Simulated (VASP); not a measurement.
Crystal: Y.

```
Y
1.0
     3.60775    0.00000    0.00000
    -1.80387    3.12440    0.00000
     0.00000    0.00000    5.84455
Y
2
Direct
  0.33333 0.66667 0.25000
  0.66667 0.33333 0.75000
```

| Property | Result |
| --- | --- |
| Program | VASP 6.6.1 |
| Task | relaxation of cell and atoms |
| Functional | PBE |
| Potentials or basis | VASP PAW PBE potentials, release 64 (Y_sv) |
| Cutoff | 600 eV |
| k mesh | 13 × 13 × 7 |
| Occupations | fermi-dirac, width 0.05 eV |
| Spin | no spin polarisation |

At the start: pressure -0.2 GPa; volume 32.94 Å³/atom.

**Question.** How do energy, volume and symmetry change on relaxing?

**Answer.** Over 6 steps the energy falls by 6.5 meV/atom and the volume is 32.82 Å³/atom (-0.4 %); space group P6_3/mmc (No. 194, to 0.1 Å) before and after.

The path:
```csv
step,energy change (eV),largest force (eV/Å),pressure (GPa),volume (Å³)
1,0.0000,0.0000,-0.17,65.88
2,-0.0102,0.0000,0.05,65.53
3,-0.0127,0.0000,0.23,65.26
4,-0.0127,0.0000,0.24,65.24
5,-0.0130,0.0000,-0.08,65.77
6,-0.0130,0.0000,0.01,65.63
```

Final structure:
```
Y
1.0
     3.65330    0.00000    0.00000
    -1.82665    3.16385    0.00000
     0.00000    0.00000    5.67828
Y
2
Direct
  0.33333 0.66667 0.25000
  0.66667 0.33333 0.75000
```
